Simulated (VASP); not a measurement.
Input of a VASP 6.6.1 run:

File POSCAR:

```
YN
1.0
    0.0000000000      2.4480479768      2.4480479768
    2.4480479768      0.0000000000      2.4480479768
    2.4480479768      2.4480479768      0.0000000000
Y N
1 1
Direct
    0.0000000000      0.0000000000      0.0000000000
    0.5000000000      0.5000000000      0.5000000000
```

Contents of INCAR.step1:

```
SYSTEM = YN
PREC = Accurate
ENCUT = 660
ISMEAR = 0
SIGMA = 0.01
LREAL = .FALSE.
LASPH = .TRUE.
NELM = 120
NBANDS = 15
GGA = PE
ALGO = Normal
EDIFF = 1E-5
LWAVE = .TRUE.
LCHARG = .FALSE.
GGA_COMPAT = .FALSE.
```

INCAR.step2

```
SYSTEM = YN
PREC = Accurate
ENCUT = 660
EDIFF = 1E-6
ISMEAR = 0
SIGMA = 0.01
LREAL = .FALSE.
LASPH = .TRUE.
NELM = 120
ALGO = Normal
ISIF = 2
LWAVE = .FALSE.
LCHARG = .FALSE.
METAGGA = R2SCAN
LMIXTAU = .TRUE.
NBANDS = 15
ISTART = 1
GGA_COMPAT = .FALSE.
```

KPOINTS

```
regular mesh
0
G
  8 8 8
  0 0 0
```

Potentials or basis: VASP PAW PBE potentials, release 64 (Y_sv, N).

The run is started by

```bash
$ cat potpaw_PBE.64/Y_sv/POTCAR potpaw_PBE.64/N/POTCAR > POTCAR
$ cp INCAR.step1 INCAR
$ mpirun -np 1 vasp_std > vasp.out
$ cp INCAR.step2 INCAR
$ mpirun -np 1 vasp_std > vasp.out
```

**Question.** Estimate the band gap on the k mesh.

**Answer.** 0.59 eV, indirect (least direct gap 1.00 eV).

**Question.** Estimate the pressure.

**Answer.** 0.2 GPa.

Caveat: the PAW data sets were made with another functional, which shifts forces and pressure a little. A k mesh can miss the band edges.
